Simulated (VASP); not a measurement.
# Si7Ge in VASP: a series of runs

Si7Ge is run at these levels: PBEsol; tasks: single point.

Program: VASP 6.6.1. These are calculated values, not measurements. Logs are shortened: lines on timing, memory, paths and dates and some standing lists are left out, and cuts for length are marked.

## (1) The cell of the first run

It takes space group P-43m (No. 215, cubic). The conventional cell has a = 5.736 Å, b = 5.736 Å, c = 5.736 Å, α = 90.00°, β = 90.00°, γ = 90.00°. Si (site symmetry 3m) has 3 Si at 2.48 Å and 1 Ge at 2.51 Å within 3.3 Å. Si (site symmetry -42m) has 4 Si at 2.48 Å within 3.3 Å. Within 3.3 Å of Ge (site symmetry -43m) lie 4 Si at 2.51 Å.

## (2) Single point, PBEsol (volume 23.588 Å^3 an atom, c/a of the conventional cell 1.0000)

INCAR

```
PREC = Accurate ; ENCUT = 520
EDIFF = 1E-6 ; ISMEAR = 0
SIGMA = 0.03 ; LREAL = False
LASPH = True ; NELM = 60
ALGO = Normal ; ISIF = 2
LWAVE = False ; LCHARG = False
GGA = PS ; NBANDS = 31
```

KPOINTS

```
Automatic mesh
0
Gamma
  8 8 8
```

POSCAR

```
Si7Ge
1.0
    5.7357960696      0.0000000000      0.0000000000
    0.0000000000      5.7357960696      0.0000000000
    0.0000000000      0.0000000000      5.7357960696
Si Ge
7 1
Direct
    0.2525986838      0.2525986838      0.2525986838
    0.0000000000      0.5000000000      0.5000000000
    0.5000000000      0.5000000000      0.0000000000
    0.5000000000      0.0000000000      0.5000000000
    0.7474013162      0.2525986838      0.7474013162
    0.7474013162      0.7474013162      0.2525986838
    0.2525986838      0.7474013162      0.7474013162
    0.0000000000      0.0000000000      0.0000000000
```

Potentials or basis: VASP PAW PBE potentials, release 64 (Si, Ge_d).

The run is started by

```
$ cat potpaw_PBE.64/Si/POTCAR potpaw_PBE.64/Ge_d/POTCAR > POTCAR
$ mpirun -np 1 vasp_std > vasp.out
```

OUTCAR:

```text
PREC = Accurate
   ENCUT = 520
   EDIFF = 1E-6
   ISMEAR = 0
   LREAL = False
   LASPH = True
   NELM = 60
   ISIF = 2
   GGA = PS

 ion  position               nearest neighbor table
   1  0.253  0.253  0.253-   2 2.48   3 2.48   4 2.48   8 2.51
   2  0.000  0.500  0.500-   1 2.48   5 2.48   6 2.48   7 2.48
   3  0.500  0.500  0.000-   1 2.48   5 2.48   6 2.48   7 2.48
   4  0.500  0.000  0.500-   1 2.48   5 2.48   6 2.48   7 2.48
   5  0.747  0.253  0.747-   2 2.48   3 2.48   4 2.48   8 2.51
   6  0.747  0.747  0.253-   2 2.48   3 2.48   4 2.48   8 2.51
   7  0.253  0.747  0.747-   2 2.48   3 2.48   4 2.48   8 2.51
   8  0.000  0.000  0.000-   1 2.51   5 2.51   6 2.51   7 2.51

  LATTYP: Found a simple cubic cell.
 ALAT       =     5.7357960696

  Lattice vectors:

 A1 = (   5.7357960696,   0.0000000000,   0.0000000000)
 A2 = (   0.0000000000,   5.7357960696,   0.0000000000)
 A3 = (   0.0000000000,   0.0000000000,   5.7357960696)

Analysis of symmetry for initial positions (statically):
=====================================================================
 Subroutine PRICEL returns:
 Original cell was already a primitive cell.

 Routine SETGRP: Setting up the symmetry group for a
 simple cubic supercell.

 Subroutine GETGRP returns: Found 24 space group operations
 (whereof 24 operations were pure point group operations)
 out of a pool of 48 trial point group operations.

The static configuration has the point symmetry T_d .

Analysis of symmetry for dynamics (positions and initial velocities):
=====================================================================
 Subroutine PRICEL returns:
 Original cell was already a primitive cell.

 Routine SETGRP: Setting up the symmetry group for a
 simple cubic supercell.

 Subroutine GETGRP returns: Found 24 space group operations
 (whereof 24 operations were pure point group operations)
 out of a pool of 48 trial point group operations.

The dynamic configuration has the point symmetry T_d .

 Subroutine INISYM returns: Found 24 space group operations
 (whereof 24 operations are pure point group operations),
 and found     1 'primitive' translations

----------------------------------------------------------------------------------------

                                     Primitive cell

  volume of cell :     188.7040

  direct lattice vectors                    reciprocal lattice vectors
     5.735796070  0.000000000  0.000000000     0.174343716  0.000000000  0.000000000
     0.000000000  5.735796070  0.000000000     0.000000000  0.174343716  0.000000000
     0.000000000  0.000000000  5.735796070     0.000000000  0.000000000  0.174343716

  length of vectors
     5.735796070  5.735796070  5.735796070     0.174343716  0.174343716  0.174343716

  position of ions in fractional coordinates (direct lattice)
     0.252598684  0.252598684  0.252598684
     0.000000000  0.500000000  0.500000000
     0.500000000  0.500000000  0.000000000
     0.500000000  0.000000000  0.500000000
     0.747401316  0.252598684  0.747401316
     0.747401316  0.747401316  0.252598684
     0.252598684  0.747401316  0.747401316
     0.000000000  0.000000000  0.000000000

  ion indices of the primitive-cell ions
   primitive index   ion index
                 1           1
                 2           2
                 3           3
                 4           4
                 5           5
                 6           6
                 7           7
                 8           8

----------------------------------------------------------------------------------------

 KPOINTS: Automatic mesh

Automatic generation of k-mesh.
 Grid dimensions read from file:
 generate k-points for:    8    8    8

 Generating k-lattice:

  Cartesian coordinates                     Fractional coordinates (reciprocal lattice)
     0.021792964  0.000000000  0.000000000     0.125000000  0.000000000  0.000000000
     0.000000000  0.021792964  0.000000000     0.000000000  0.125000000  0.000000000
     0.000000000  0.000000000  0.021792964     0.000000000  0.000000000  0.125000000

  Length of vectors
     0.021792964  0.021792964  0.021792964

  Shift w.r.t. Gamma in fractional coordinates (k-lattice)
     0.000000000  0.000000000  0.000000000

 Subroutine IBZKPT returns following result:
 ===========================================

 Found     35 irreducible k-points:

 Following reciprocal coordinates:
            Coordinates               Weight
  0.000000  0.000000  0.000000      1.000000
  0.125000  0.000000  0.000000      6.000000
  0.250000  0.000000  0.000000      6.000000
  0.375000  0.000000  0.000000      6.000000
  0.500000  0.000000  0.000000      3.000000
  0.125000  0.125000  0.000000     12.000000
[... 16 lines left out ...]
  0.375000  0.375000  0.125000     24.000000
  0.500000  0.375000  0.125000     24.000000
 [... further k-points ...]
[... 29 lines left out ...]
   NELECT =      42.0000    total number of electrons
   NUPDOWN=      -1.0000    fix difference up-down
   EMIN   =  10.00;   EMAX   =-10.00  energy-range for DOS
   EFERMI =   0.00;   METHOD = LEGACY
   ISMEAR =     0;   SIGMA  =   0.03  broadening in eV -4-tet -1-fermi 0-gaus
   EFERMI_NEDOS =   21; number of points for ismear=-14 and -15
   IALGO  =     38    algorithm
   IMIX   =      4    mixing-type and parameters
     AMIX     =   0.40;   BMIX     =  1.00
     AMIX_MAG =   1.60;   BMIX_MAG =  1.00
  volume/ion in A,a.u.               =      23.59       159.18
  Fermi-wavevector in a.u.,A,eV,Ry     =   0.992120  1.874835 13.392244  0.984302
  Thomas-Fermi vector in A             =   2.123910
   LORBIT       =      0    0 simple, 1 ext, 2 COOP (PROOUT), +10 PAW based schemes
   GGA     = PS    functional components
   LHFCALC =     F    Hartree Fock is set to
   AEXX    =    0.0000 exact exchange contribution
   IVDW    =     0    specifies the selected vdW correction
   LEPSILON=     F    determine dielectric tensor
   LRPA    =     F    only Hartree local field effects (RPA)
 non-spin polarized calculation
 Gauss-broadening in eV      SIGMA  =   0.03
  energy-cutoff  :      520.00
  volume of cell :      188.70
 maximum number of plane-waves:      5112
 NGX is ok and might be reduce to    48
   NGX = 21   NGY = 21   NGZ = 21

 number of electron      41.9999993 magnetization

 Free energy of the ion-electron system (eV)
  ---------------------------------------------------
  ext. energy  EPLUGINS =         0.00000000
  ---------------------------------------------------
  free energy    TOTEN  =       -44.24014309 eV

  energy without entropy =      -44.24014309  energy(sigma->0) =      -44.24014309

 E-fermi :   4.3998     XC(G=0):  -9.0617

 val. band max:        4.2684166182   @ k =   0.0000   0.0000   0.0000
 cond. band min:       4.7584013260   @ k =   0.5000   0.5000   0.5000
 fundamental gap:      0.4899847078
 Fermi energy:         4.3998042093

 k-point     1 :       0.0000    0.0000    0.0000
  band No.  band energies     occupation
      1     -19.8053      2.00000
      2     -19.8053      2.00000
      3     -19.8053      2.00000
      4     -19.7893      2.00000
      5     -19.7893      2.00000
      6      -6.8706      2.00000
[... 23 lines left out ...]
     30       6.7216      0.00000
     31       6.7216      0.00000

 k-point     2 :       0.1250    0.0000    0.0000
  band No.  band energies     occupation
      1     -19.8053      2.00000
      2     -19.8053      2.00000
      3     -19.8053      2.00000
      4     -19.7893      2.00000
      5     -19.7893      2.00000
      6      -6.8115      2.00000
[... 23 lines left out ...]
     30       7.0190      0.00000
     31       7.0190      0.00000

 k-point     3 :       0.2500    0.0000    0.0000
  band No.  band energies     occupation
      1     -19.8053      2.00000
      2     -19.8053      2.00000
      3     -19.8053      2.00000
      4     -19.7893      2.00000
      5     -19.7893      2.00000
      6      -6.6348      2.00000
[... 703 lines left out ...]
     30       8.8594      0.00000
     31       8.8959      0.00000

 k-point    24 :       0.5000    0.3750    0.1250
  band No.  band energies     occupation
      1     -19.8054      2.00000
      2     -19.8054      2.00000
      3     -19.8053      2.00000
      4     -19.7893      2.00000
      5     -19.7892      2.00000
      6      -5.5468      2.00000
[... 23 lines left out ...]
     30       8.6368      0.00000
     31       8.6741      0.00000

 [... further k-points ...]

------------------------ aborting loop because EDIFF is reached ----------------------------------------

  FORCE on cell =-STRESS in cart. coord.  units (eV):
  Direction    XX          YY          ZZ          XY          YZ          ZX
  --------------------------------------------------------------------------------------
  -------------------------------------------------------------------------------------
  Total      -11.3397641    -11.3397641    -11.3397641      0.0000000     -0.0000000      0.0000000
  in kB      -96.2794266    -96.2794266    -96.2794266      0.0000000     -0.0000000      0.0000000
  external PRESSURE =     -96.2794266 kB  Pullay stress =       0.0000000 kB

 VOLUME and BASIS-vectors are now :
 -----------------------------------------------------------------------------
  energy-cutoff  :      520.00
  volume of cell :      188.70
      direct lattice vectors                 reciprocal lattice vectors
     5.735796070  0.000000000  0.000000000     0.174343716  0.000000000  0.000000000
     0.000000000  5.735796070  0.000000000     0.000000000  0.174343716  0.000000000
     0.000000000  0.000000000  5.735796070     0.000000000  0.000000000  0.174343716

 POSITION                                       TOTAL-FORCE (eV/Angst)
 -----------------------------------------------------------------------------------
      1.44885      1.44885      1.44885         0.005488      0.005488      0.005488
      0.00000      2.86790      2.86790        -0.000000      0.000000      0.000000
      2.86790      2.86790      0.00000        -0.000000      0.000000      0.000000
      2.86790      0.00000      2.86790        -0.000000      0.000000      0.000000
      4.28694      1.44885      4.28694        -0.005488      0.005488     -0.005488
      4.28694      4.28694      1.44885        -0.005488     -0.005488      0.005488
      1.44885      4.28694      4.28694         0.005488     -0.005488     -0.005488
      0.00000      0.00000      0.00000        -0.000000      0.000000      0.000000
 -----------------------------------------------------------------------------------
    total drift:                               -0.000000     -0.000000      0.000000

  FREE ENERGIE OF THE ION-ELECTRON SYSTEM (eV)
  ---------------------------------------------------
  free  energy   TOTEN  =       -44.2401430855 eV

  energy  without entropy=      -44.2401430855  energy(sigma->0) =      -44.24014309
```

Wall time 5.1 min (1 thread of AMD EPYC 7R13, shared host); peak memory 0.38 GiB.

What came out:

| Property | Result |
| --- | --- |
| Free energy | -44.2401 eV |
| Pressure | -9.6 GPa |
| Largest force | 0.010 eV/Å |
| Band gap on the k mesh | 0.49 eV, indirect (least direct gap 0.52 eV) |

Forces in eV/Å, atoms in the order of the input:
```
Si   0.005  0.005  0.005
Si   0.000  0.000  0.000
Si   0.000  0.000  0.000
Si   0.000  0.000  0.000
Si  -0.005  0.005 -0.005
Si  -0.005 -0.005  0.005
Si   0.005 -0.005 -0.005
Ge   0.000  0.000  0.000
```

Levels at points of the mesh, in eV from the valence-band top:
```
           k point  band 18  band 19  band 20  band 21  band 22  band 23  band 24  band 25
(0.00, 0.00, 0.00)    -2.49     0.00     0.00     0.00     0.52     0.88     0.88     0.88
(0.50, 0.00, 0.00)    -1.72    -1.72    -1.59    -1.59     1.06     1.21     2.85     2.86
(0.50, 0.50, 0.00)    -1.31    -1.20    -1.12    -1.12     2.08     2.09     2.09     2.35
(0.50, 0.50, 0.50)    -1.14    -0.97    -0.97    -0.97     0.49     0.90     0.90     0.90
```

Caveat: the PAW data sets were made with another functional, which shifts forces and pressure a little.

## (3) Single point, PBEsol (volume 17.081 Å^3 an atom, c/a of the conventional cell 1.0410)

INCAR

```
  PREC = Accurate
  ENCUT = 520
  EDIFF = 1E-6
  ISMEAR = 0
  SIGMA = 0.03
  LREAL = False
  LASPH = True
  NELM = 60
  ALGO = Normal
  ISIF = 2
  LWAVE = False
  LCHARG = False
  GGA = PS
  NBANDS = 31
```

KPOINTS

```
regular mesh
0
Gamma
  8 8 8
```

POSCAR: that of step 2 with these lines changed.

```diff
@@ -2,5 +2,5 @@
 1.0
-    5.7357960696      0.0000000000      0.0000000000
-    0.0000000000      5.7357960696      0.0000000000
-    0.0000000000      0.0000000000      5.7357960696
+    5.0821894470      0.0000000000      0.0000000000
+    0.0000000000      5.0821894470      0.0000000000
+    0.0000000000      0.0000000000      5.2905592143
 Si Ge
```

Potentials or basis: VASP PAW PBE potentials, release 64 (Si, Ge_d).

The run is started by

```
$ cat potpaw_PBE.64/Si/POTCAR potpaw_PBE.64/Ge_d/POTCAR > POTCAR
$ mpirun -np 1 vasp_std > vasp.out
```

Wall time 5.4 min (1 thread of AMD EPYC 7R13, shared host); peak memory 0.38 GiB.

It converged, with:

```yaml
Free_energy: -43.4765 eV
Pressure: 22.8 GPa
Largest_force: 0.026 eV/Å
Band_gap_on_the_k_mesh: zero (band 21 reaches 7.61 eV, above the bottom of band 22 at 7.50 eV)
```

Forces in eV/Å, atoms in the order of the input:
```
Si   0.004  0.004 -0.025
Si   0.000  0.000  0.000
Si   0.000  0.000  0.000
Si   0.000  0.000  0.000
Si  -0.004  0.004  0.025
Si  -0.004 -0.004 -0.025
Si   0.004 -0.004  0.025
Ge   0.000  0.000  0.000
```

Stress tensor (GPa, compression positive):
```
23.92  0.00  0.00
 0.00 23.92  0.00
 0.00  0.00 20.43
```

Levels at points of the mesh, in eV from the Fermi level:
```
           k point  band 18  band 19  band 20  band 21  band 22  band 23  band 24  band 25
(0.00, 0.00, 0.00)    -3.17    -0.23    -0.20     0.00     0.00     0.23     0.27     0.27
(0.50, 0.00, 0.00)    -2.47    -2.40    -2.35    -2.28     0.62     0.81     2.90     2.95
(0.50, 0.50, 0.00)    -1.45    -1.31    -1.26    -1.26     2.53     2.53     2.74     2.81
(0.00, 0.00, 0.50)    -2.15    -2.15    -2.04    -2.04     0.95     1.15     2.84     2.84
(0.50, 0.00, 0.50)    -1.84    -1.69    -1.67    -1.66     2.13     2.13     2.31     2.40
(0.50, 0.50, 0.50)    -1.27    -1.23    -1.07    -1.07     1.46     1.82     1.97     1.97
```

Caveat: the PAW data sets were made with another functional, which shifts forces and pressure a little.

## (4) Single point, PBEsol (volume 17.081 Å^3 an atom, c/a of the conventional cell 0.9606)

INCAR

```
SYSTEM = Si7Ge
  PREC = Accurate
  ENCUT = 520
  EDIFF = 1E-6
  ISMEAR = 0
  SIGMA = 0.03
  LREAL = .False.
  LASPH = .True.
  NELM = 80
  ALGO = Normal
  ISIF = 2
  LWAVE = .False.
  LCHARG = .True.
  GGA = PS
  LELF = .True.
  LVHAR = .True.
  NBANDS = 31
```

KPOINTS

```
Automatic mesh
0
Gamma
  8 8 8
  0 0 0
```

POSCAR: that of step 3 with these lines changed.

```diff
@@ -2,5 +2,5 @@
 1.0
-    5.0821894470      0.0000000000      0.0000000000
-    0.0000000000      5.0821894470      0.0000000000
-    0.0000000000      0.0000000000      5.2905592143
+    5.2201970768      0.0000000000      0.0000000000
+    0.0000000000      5.2201970768      0.0000000000
+    0.0000000000      0.0000000000      5.0145213120
 Si Ge
```

The run is started by

```
$ cat potpaw_PBE.64/Si/POTCAR potpaw_PBE.64/Ge_d/POTCAR > POTCAR
$ mpirun -np 1 vasp_std > vasp.out
```

It took 5.4 min on 1 thread of AMD EPYC 7R13, shared host; peak memory 0.38 GiB.

The run converged. Its results:

```
Free energy            : -43.4825 eV
Pressure               : 22.8 GPa
Largest force          : 0.031 eV/Å
Band gap on the k mesh : zero (band 21 reaches 7.56 eV, above the bottom of band 22 at 7.39 eV)
```

Forces on the atoms (eV/Å):
```
Si  -0.019 -0.019  0.015
Si   0.000  0.000  0.000
Si   0.000  0.000  0.000
Si   0.000  0.000  0.000
Si   0.019 -0.019 -0.015
Si   0.019  0.019  0.015
Si  -0.019  0.019 -0.015
Ge   0.000  0.000  0.000
```

Stress tensor (GPa, compression positive):
```
21.85  0.00  0.00
 0.00 21.85  0.00
 0.00  0.00 24.55
```

Levels at points of the mesh, in eV from the Fermi level:
```
           k point  band 18  band 19  band 20  band 21  band 22  band 23  band 24  band 25
(0.00, 0.00, 0.00)    -3.26    -0.20    -0.11    -0.11    -0.02     0.29     0.31     0.45
(0.50, 0.00, 0.00)    -2.27    -2.21    -2.14    -2.08     0.86     1.06     2.86     2.88
(0.50, 0.50, 0.00)    -1.94    -1.78    -1.76    -1.76     2.01     2.01     2.18     2.27
(0.00, 0.00, 0.50)    -2.50    -2.50    -2.40    -2.40     0.52     0.71     2.97     3.04
(0.50, 0.00, 0.50)    -1.58    -1.44    -1.40    -1.39     2.42     2.42     2.61     2.69
(0.50, 0.50, 0.50)    -1.27    -1.17    -1.17    -1.03     1.49     1.92     1.92     2.06
```

Caveat: the PAW data sets were made with another functional, which shifts forces and pressure a little.

## (5) Single point, PBEsol (volume 19.250 Å^3 an atom, c/a of the conventional cell 1.0410)

INCAR

```
  PREC = Accurate
  ENCUT = 520
  EDIFF = 1E-6
  ISMEAR = 0
  SIGMA = 0.03
  LREAL = F
  LASPH = T
  NELM = 80
  ALGO = Normal
  ISIF = 2
  LWAVE = F
  LCHARG = T
  GGA = PS
  LELF = T
  LVHAR = T
  NBANDS = 31
```

KPOINTS

```
Automatic mesh
0
Gamma
  8 8 8
```

POSCAR: that of step 4 with these lines changed.

```diff
@@ -2,5 +2,5 @@
 1.0
-    5.2201970768      0.0000000000      0.0000000000
-    0.0000000000      5.2201970768      0.0000000000
-    0.0000000000      0.0000000000      5.0145213120
+    5.2887941500      0.0000000000      0.0000000000
+    0.0000000000      5.2887941500      0.0000000000
+    0.0000000000      0.0000000000      5.5056347102
 Si Ge
```

The run is started by

```
$ cat potpaw_PBE.64/Si/POTCAR potpaw_PBE.64/Ge_d/POTCAR > POTCAR
$ mpirun -np 1 vasp_std > vasp.out
```

Wall time 7.1 min (1 thread of AMD EPYC 7R13, shared host); peak memory 0.41 GiB.

Results (log left out):

| Quantity | Value |
| --- | --- |
| Free energy | -44.9298 eV |
| Pressure | 5.6 GPa |
| Largest force | 0.021 eV/Å |
| Band gap on the k mesh | 0.03 eV, direct |

Forces on the atoms (eV/Å):
```
Si   0.001  0.001 -0.020
Si   0.000  0.000  0.000
Si   0.000  0.000  0.000
Si   0.000  0.000  0.000
Si  -0.001  0.001  0.020
Si  -0.001 -0.001 -0.020
Si   0.001 -0.001  0.020
Ge   0.000  0.000  0.000
```

Stress tensor (GPa, compression positive):
```
6.93 0.00 0.00
0.00 6.93 0.00
0.00 0.00 2.98
```

Levels at points of the mesh, in eV from the valence-band top:
| k point | band 19 | band 20 | band 21 | band 22 | band 23 | band 24 |
| --- | --- | --- | --- | --- | --- | --- |
| (0.00, 0.00, 0.00) | -0.29 | 0.00 | 0.00 | 0.03 | 0.38 | 0.38 |
| (0.50, 0.00, 0.00) | -2.23 | -2.15 | -2.10 | 0.69 | 0.87 | 2.93 |
| (0.50, 0.50, 0.00) | -1.28 | -1.21 | -1.21 | 2.45 | 2.45 | 2.57 |
| (0.00, 0.00, 0.50) | -2.00 | -1.88 | -1.88 | 1.01 | 1.20 | 2.89 |
| (0.50, 0.00, 0.50) | -1.62 | -1.57 | -1.56 | 2.06 | 2.06 | 2.17 |
| (0.50, 0.50, 0.50) | -1.21 | -1.06 | -1.06 | 1.01 | 1.39 | 1.49 |

Caveat: the PAW data sets were made with another functional, which shifts forces and pressure a little.

## (6) The runs side by side

```tsv
cell	gap on the mesh (eV)	pressure (GPa)	largest force (eV/Å)
a = 5.736 Å, 8 atoms	0.49	-9.6	0.01
a = 5.082, b = 5.082, c = 5.291 Å, 8 atoms	none	22.8	0.03
a = 5.220, b = 5.220, c = 5.015 Å, 8 atoms	none	22.8	0.03
a = 5.289, b = 5.289, c = 5.506 Å, 8 atoms	0.03	5.6	0.02
```

Alike in all rows: task single point; level PBEsol; potentials or basis VASP PAW PBE potentials, release 64 (Si, Ge_d); no spin polarisation; k mesh 8 × 8 × 8; cutoff (eV) 520; smearing gaussian 0.03 eV.

Caveats: the PAW data sets were made with another functional, which shifts forces and pressure a little.

Total energies depend on the potentials used, so only differences within one code and one set of settings carry meaning.
